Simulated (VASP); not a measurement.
# YN (Fm-3m) in VASP: a series of runs, part 2 of 2

VASP 6.6.1. The steps go on from the part before.

## 3. Single point, HSE06

File POSCAR:

```
YN
1.0
    3.4485600000      0.0000000000      0.0000000000
    1.7242800000      2.9865405665      0.0000000000
    1.7242800000      0.9955135222      2.8157374491
Y N
1 1
Direct
    0.0000000000      0.0000000000      0.0000000000
    0.5000000000      0.5000000000      0.5000000000
```

File INCAR.step1:

```
SYSTEM = YN
PREC = Accurate ; ENCUT = 520
EDIFF = 1E-5 ; ISMEAR = 0
SIGMA = 0.01 ; LREAL = .False.
LASPH = .True. ; NELM = 120
ALGO = Normal ; ISIF = 2
LWAVE = .True. ; GGA = PE
NBANDS = 15 ; GGA_COMPAT = .False.
```

File INCAR.step2:

```
SYSTEM = YN
PREC = Accurate ; ENCUT = 520
EDIFF = 1E-6 ; ISMEAR = 0
SIGMA = 0.01 ; LREAL = .False.
LASPH = .True. ; NELM = 120
ALGO = Normal ; ISIF = 2
LWAVE = .False. ; LCHARG = .True.
GGA = PE ; LHFCALC = .True.
HFSCREEN = 0.2079 ; PRECFOCK = Normal
LELF = .True. ; LVHAR = .True.
ISTART = 1 ; NBANDS = 15
GGA_COMPAT = .False.
```

File KPOINTS:

```
Automatic mesh
0
Gamma
  4 4 4
  0 0 0
```

Potentials or basis: VASP PAW PBE potentials, release 64 (Y_sv, N).

Launch:

```console
> cat potpaw_PBE.64/Y_sv/POTCAR potpaw_PBE.64/N/POTCAR > POTCAR
> cp INCAR.step1 INCAR
> mpirun -np 1 vasp_std > vasp.out
> cp INCAR.step2 INCAR
> mpirun -np 1 vasp_std > vasp.out
```

OUTCAR:

```text
SYSTEM = YN
   PREC = Accurate
   ENCUT = 520
   EDIFF = 1E-6
   ISMEAR = 0
   LREAL = .False.
   LASPH = .True.
   NELM = 120
   ISIF = 2
   GGA = PE
   LHFCALC = .True.
   HFSCREEN = 0.2079
   PRECFOCK = Normal
   ISTART = 1

 ion  position               nearest neighbor table
   1  0.000  0.000  0.000-   2 2.44   2 2.44   2 2.44   2 2.44   2 2.44   2 2.44
   2  0.500  0.500  0.500-   1 2.44   1 2.44   1 2.44   1 2.44   1 2.44   1 2.44

  LATTYP: Found a face centered cubic cell.
 ALAT       =     4.8770003227

  Lattice vectors:

 A1 = (   3.4485600000,   0.0000000000,   0.0000000000)
 A2 = (   1.7242800000,   2.9865405665,   0.0000000000)
 A3 = (   1.7242800000,   0.9955135222,   2.8157374491)

Analysis of symmetry for initial positions (statically):
=====================================================================
 Subroutine PRICEL returns:
 Original cell was already a primitive cell.

 Routine SETGRP: Setting up the symmetry group for a
 face centered cubic supercell.

 Subroutine GETGRP returns: Found 48 space group operations
 (whereof 48 operations were pure point group operations)
 out of a pool of 48 trial point group operations.

The static configuration has the point symmetry O_h .

Analysis of symmetry for dynamics (positions and initial velocities):
=====================================================================
 Subroutine PRICEL returns:
 Original cell was already a primitive cell.

 Routine SETGRP: Setting up the symmetry group for a
 face centered cubic supercell.

 Subroutine GETGRP returns: Found 48 space group operations
 (whereof 48 operations were pure point group operations)
 out of a pool of 48 trial point group operations.

The dynamic configuration has the point symmetry O_h .

 Subroutine INISYM returns: Found 48 space group operations
 (whereof 48 operations are pure point group operations),
 and found     1 'primitive' translations

----------------------------------------------------------------------------------------

                                     Primitive cell

  volume of cell :      29.0000

  direct lattice vectors                    reciprocal lattice vectors
     3.448560000  0.000000000  0.000000000     0.289976106 -0.167417783 -0.118382250
     1.724280000  2.986540566  0.000000000     0.000000000  0.334835566 -0.118382250
     1.724280000  0.995513522  2.815737449     0.000000000  0.000000000  0.355146749

  length of vectors
     3.448560000  3.448560000  3.448560000     0.355146749  0.355146749  0.355146749

  position of ions in fractional coordinates (direct lattice)
     0.000000000  0.000000000  0.000000000
     0.500000000  0.500000000  0.500000000

  ion indices of the primitive-cell ions
   primitive index   ion index
                 1           1
                 2           2

----------------------------------------------------------------------------------------

 KPOINTS: Automatic mesh

Automatic generation of k-mesh.
 Grid dimensions read from file:
 generate k-points for:    4    4    4

 Generating k-lattice:

  Cartesian coordinates                     Fractional coordinates (reciprocal lattice)
[... 33 lines left out ...]
 SYSTEM =  YN
   PREC   = accura    normal or accurate (medium, high low for compatibility)
   ISTART =      1    job   : 0-new  1-cont  2-samecut
   ICHARG =      0    charge: 1-file 2-atom 10-const
   ISPIN  =      1    spin polarized calculation?
   LNONCOLLINEAR =      F non collinear calculations
   LSORBIT =      F    spin-orbit coupling
   LASPH  =      T    aspherical Exc in radial PAW
   ENCUT  =  520.0 eV  38.22 Ry    6.18 a.u.   6.41  6.41  6.41*2*pi/ulx,y,z
   NELM   =    120;   NELMIN=  2; NELMDL=  0     # of ELM steps
   EDIFF  = 0.1E-05   stopping-criterion for ELM
   LREAL  =      F    real-space projection
   EDIFFG = 0.1E-04   stopping-criterion for IOM
   NSW    =      0    number of steps for IOM
   IBRION =     -1    ionic relax: 0-MD 1-quasi-New 2-CG
   NFREE  =      0    steps in history (QN), initial steepest desc. (CG)
   ISIF   =      2    stress and relaxation
   ISYM   =      3    0-nonsym 1-usesym 2-fastsym
   POTIM  = 0.5000    time-step for ionic-motion
   TEBEG  =    0.0;   TEEND  =   0.0 temperature during run
   PSTRESS=    0.0 pullay stress
   NELECT =      16.0000    total number of electrons
   NUPDOWN=      -1.0000    fix difference up-down
   EMIN   =  10.00;   EMAX   =-10.00  energy-range for DOS
   EFERMI =   0.00;   METHOD = LEGACY
   ISMEAR =     0;   SIGMA  =   0.01  broadening in eV -4-tet -1-fermi 0-gaus
   EFERMI_NEDOS =   21; number of points for ismear=-14 and -15
   IALGO  =     38    algorithm
   IMIX   =      1    mixing-type and parameters
     AMIX     =   0.40;   BMIX     =  1.00
     AMIX_MAG =   1.60;   BMIX_MAG =  1.00
  volume/ion in A,a.u.               =      14.50        97.85
  Fermi-wavevector in a.u.,A,eV,Ry     =   1.342709  2.537353 24.529517  1.802869
  Thomas-Fermi vector in A             =   2.470842
   LORBIT       =      0    0 simple, 1 ext, 2 COOP (PROOUT), +10 PAW based schemes
   GGA     = PE    functional components
   LHFCALC =     T    Hartree Fock is set to
   PRECFOCK=normal    Normal, Fast or Accurate (Low or Medium for compatibility)
   ENCUT4O =  -1.0   cutoff for four orbital integrals eV
   NKREDX  =     1    reduce k-point grid by
   NKREDY  =     1    reduce k-point grid by
   NKREDZ  =     1    reduce k-point grid by
   AEXX    =    0.2500 exact exchange contribution
   HFSCREEN=    0.2079 screening length (either q_TF or 0.3 A-1)
   HFSCREENC=   0.2079 screening length for correlation (either q_TF or 0.3 A-1)
   ENCUTFOCK=  -1.0 apply spherical cutoff to Coloumb kernel
   IVDW    =     0    specifies the selected vdW correction
   LEPSILON=     F    determine dielectric tensor
   LRPA    =     F    only Hartree local field effects (RPA)
 non-spin polarized calculation
 Gauss-broadening in eV      SIGMA  =   0.01
  energy-cutoff  :      520.00
  volume of cell :       29.00
 maximum number of plane-waves:       790
 NGX is ok and might be reduce to    28
  NGX = 20; NGY = 20; NGZ = 20

 number of electron      16.0000002 magnetization

 Free energy of the ion-electron system (eV)
  ---------------------------------------------------
  ext. energy  EPLUGINS =         0.00000000
  ---------------------------------------------------
  free energy    TOTEN  =       -21.24554367 eV

  energy without entropy =      -21.24554367  energy(sigma->0) =      -21.24554367

 E-fermi :   3.7894     XC(G=0):  -9.2775

 val. band max:        3.6151845264   @ k =   0.0000   0.0000   0.0000
 cond. band min:       4.6805496244   @ k =   0.5000   0.5000  -0.0000
 fundamental gap:      1.0653650980
 Fermi energy:         3.7893992644

 k-point     1 :       0.0000    0.0000    0.0000
  band No.  band energies     occupation
      1     -39.9664      2.00000
      2     -18.2377      2.00000
      3     -18.2376      2.00000
      4     -18.2376      2.00000
      5     -10.8003      2.00000
      6       3.6152      2.00000
      7       3.6152      2.00000
      8       3.6152      2.00000
      9       7.9128      0.00000
     10       7.9128      0.00000
     11       7.9128      0.00000
     12       8.9546      0.00000
     13       9.9272      0.00000
     14       9.9272      0.00000
[... 113 lines left out ...]
      2     -18.8929      2.00000
      3     -18.8929      2.00000
      4     -18.7070      2.00000
      5      -9.7269      2.00000
      6       1.2159      2.00000
      7       1.8863      2.00000
      8       1.8863      2.00000
      9       8.8261      0.00000
     10       8.8261      0.00000
     11      12.3921      0.00000
     12      13.1153      0.00000
     13      13.9321      0.00000
     14      17.7331      0.00000
     15      18.7113      0.00000

------------------------ aborting loop because EDIFF is reached ----------------------------------------

  FORCE on cell =-STRESS in cart. coord.  units (eV):
  Direction    XX          YY          ZZ          XY          YZ          ZX
  --------------------------------------------------------------------------------------
  -------------------------------------------------------------------------------------
  Total        0.1078084      0.1078084      0.1078084     -0.0000000      0.0000000     -0.0000000
  in kB        5.9561373      5.9561373      5.9561373     -0.0000000      0.0000000     -0.0000000
  external PRESSURE =       5.9561373 kB  Pullay stress =       0.0000000 kB

 VOLUME and BASIS-vectors are now :
 -----------------------------------------------------------------------------
  energy-cutoff  :      520.00
  volume of cell :       29.00
      direct lattice vectors                 reciprocal lattice vectors
     3.448560000  0.000000000  0.000000000     0.289976106 -0.167417783 -0.118382250
     1.724280000  2.986540566  0.000000000     0.000000000  0.334835566 -0.118382250
     1.724280000  0.995513522  2.815737449     0.000000000  0.000000000  0.355146749

 POSITION                                       TOTAL-FORCE (eV/Angst)
 -----------------------------------------------------------------------------------
      0.00000      0.00000      0.00000        -0.000000     -0.000000      0.000000
      3.44856      1.99103      1.40787         0.000000      0.000000      0.000000
 -----------------------------------------------------------------------------------
    total drift:                                0.000001      0.000000      0.000000

  FREE ENERGIE OF THE ION-ELECTRON SYSTEM (eV)
  ---------------------------------------------------
  free  energy   TOTEN  =       -21.2455436681 eV

  energy  without entropy=      -21.2455436681  energy(sigma->0) =      -21.24554367
```

It took 8.5 min on 1 thread of Intel Xeon 8259CL, shared host; peak memory 0.28 GiB.

Results:

```yaml
Free_energy: -21.2455 eV
Pressure: 0.6 GPa
Band_gap_on_the_k_mesh: 1.07 eV (least direct gap 1.53 eV)
```

Caveat: the k points lie up to 0.56 Å⁻¹ apart; the PAW data sets were made with another functional, which shifts forces and pressure a little. A k mesh can miss the band edges.

## 4. Single point, r2SCANh

POSCAR is that of step 3.

File INCAR.step1:

```
SYSTEM = YN
  ALGO = Normal
  EDIFF = 1E-5
  ENCUT = 580
  GGA = PE
  GGA_COMPAT = .FALSE.
  ISIF = 2
  ISMEAR = 0
  LASPH = .TRUE.
  LCHARG = .FALSE.
  LREAL = .FALSE.
  LWAVE = .TRUE.
  NBANDS = 15
  NELM = 120
  PREC = Accurate
  SIGMA = 0.01
```

File INCAR.step2:

```
SYSTEM = YN
  AEXX = 0.1
  ALGO = Normal
  EDIFF = 1E-6
  ENCUT = 580
  GGA_COMPAT = .FALSE.
  ISIF = 2
  ISMEAR = 0
  ISTART = 1
  LASPH = .TRUE.
  LCHARG = .FALSE.
  LHFCALC = .TRUE.
  LMIXTAU = .TRUE.
  LREAL = .FALSE.
  LWAVE = .FALSE.
  METAGGA = R2SCAN
  NBANDS = 15
  NELM = 120
  PREC = Accurate
  PRECFOCK = Normal
  SIGMA = 0.01
```

File KPOINTS:

```
k-points
0
G
  4 4 4
  0 0 0
```

Launch:

```console
> cat potpaw_PBE.64/Y_sv/POTCAR potpaw_PBE.64/N/POTCAR > POTCAR
> cp INCAR.step1 INCAR
> mpirun -np 1 vasp_std > vasp.out
> cp INCAR.step2 INCAR
> mpirun -np 1 vasp_std > vasp.out
```

Wall time 13 min (1 thread of Intel Xeon 8259CL, shared host); peak memory 0.19 GiB.

The run converged. Its results:

- Free energy: -33.7183 eV
- Pressure: 1.8 GPa
- Band gap on the k mesh: 1.15 eV (least direct gap 1.58 eV)

Levels at points of the mesh, in eV from the valence-band top:
| k point | band 6 | band 7 | band 8 | band 9 | band 10 | band 11 |
| --- | --- | --- | --- | --- | --- | --- |
| (0.00, 0.00, 0.00) | 0.00 | 0.00 | 0.00 | 4.27 | 4.27 | 4.27 |
| (0.50, 0.00, 0.00) | -4.28 | -2.41 | -2.41 | 7.10 | 7.74 | 7.74 |
| (0.50, 0.50, 0.00) | -1.64 | -0.43 | -0.43 | 1.15 | 8.13 | 8.65 |

Caveat: the k points lie up to 0.56 Å⁻¹ apart; the PAW data sets were made with another functional, which shifts forces and pressure a little. A k mesh can miss the band edges.

## 5. Overview

```csv
level,cutoff (eV),grid for exact exchange (PRECFOCK),share of exact exchange,screening parameter,gap on the mesh (eV),pressure (GPa)
PBE,600,-,-,-,0.10,3.4
HSE06,520,Normal,0.25,0.2079 1/Å,1.07,0.6
r2SCANh,580,Normal,0.1,-,1.15,1.8
```

Alike in all rows: task single point; potentials or basis VASP PAW PBE potentials, release 64 (Y_sv, N); no spin polarisation; cell as given; k mesh 4 × 4 × 4; smearing gaussian 0.01 eV.

Caveats: all runs use coarse meshes; the PAW data sets were made with another functional, which shifts forces and pressure a little (at least some runs).

Total energies depend on the potentials used, so only differences within one code and one set of settings carry meaning.
